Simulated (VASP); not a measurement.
Write the native input for VASP 6.6.1 that does the following.

| Quantity | Value |
| --- | --- |
| Task | single point |
| Functional | PBE |
| Potentials or basis | VASP PAW PBE potentials, release 64 (Cd, Re, Br) |
| Cutoff | 520 eV |
| k mesh | 4 × 4 × 2 |
| Occupations | gaussian, width 0.1 eV |
| Spin | collinear spin |
| Starting moments | [0.0, 1.0, 1.0, 1.0, 1.0, 1.0, 0.0] μB |
| Dipole correction | no |
| Further INCAR settings | ALGO = Normal; EDIFF = 1e-07; NBANDS = 40 |

The structure of CdRe5Br lies in POSCAR:

```
CdRe5Br
1.0
    4.2267360860      0.0000000000      0.0000000000
    0.0000000000      4.2267360860      0.0000000000
    0.0000000000      0.0000000000      6.4516195568
Cd Re Br
1 5 1
Direct
    0.5000000000      0.5000000000      0.0000000000
    0.0000000000      0.5000000000      0.2861459119
    0.0000000000      0.5000000000      0.7138540881
    0.5000000000      0.0000000000      0.2861459119
    0.5000000000      0.0000000000      0.7138540881
    0.0000000000      0.0000000000      0.0000000000
    0.0000000000      0.0000000000      0.5000000000
```

The cell was built from a structure type or drawn by symmetry, and may not be a known phase.

One way to write it, as run:

INCAR

```
SYSTEM = CdRe5Br
PREC = Accurate
ENCUT = 520
EDIFF = 1E-7
ISMEAR = 0
SIGMA = 0.1
LREAL = .FALSE.
LASPH = .TRUE.
NELM = 150
ALGO = Normal
ISIF = 2
LWAVE = .FALSE.
LCHARG = .FALSE.
ISPIN = 2
MAGMOM = 0 1 1 1 1 1 0
LORBIT = 11
LMAXMIX = 4
GGA = PE
NBANDS = 40
```

KPOINTS

```
regular mesh
0
G
  4 4 2
  0 0 0
```

Potentials or basis: VASP PAW PBE potentials, release 64 (Cd, Re, Br).

The run is started by

```console
$ cat potpaw_PBE.64/Cd/POTCAR potpaw_PBE.64/Re/POTCAR potpaw_PBE.64/Br/POTCAR > POTCAR
$ mpirun -np 1 vasp_std > vasp.out
```

It gave:

```yaml
Pressure: 0.5 GPa
Largest_force: 0.010 eV/Å
Band_gap_on_the_k_mesh: zero (filled and empty bands overlap)
Net_moment: 0.00 μB per cell
Valence_electrons_inside_the_program's_atomic_spheres: Cd 10.55; Re 5.85, 5.84 (each value once); Br 5.06
```

Caveat: the k points lie up to 0.49 Å⁻¹ apart, too coarse for converged energies and pressures of a metal; spin-orbit coupling is left out, which moves the levels of the heavy elements.

It took 76 s on 1 thread of Intel(R) Xeon(R) 6975P-C (Granite Rapids) (shared host), peak memory 0.3 GiB.
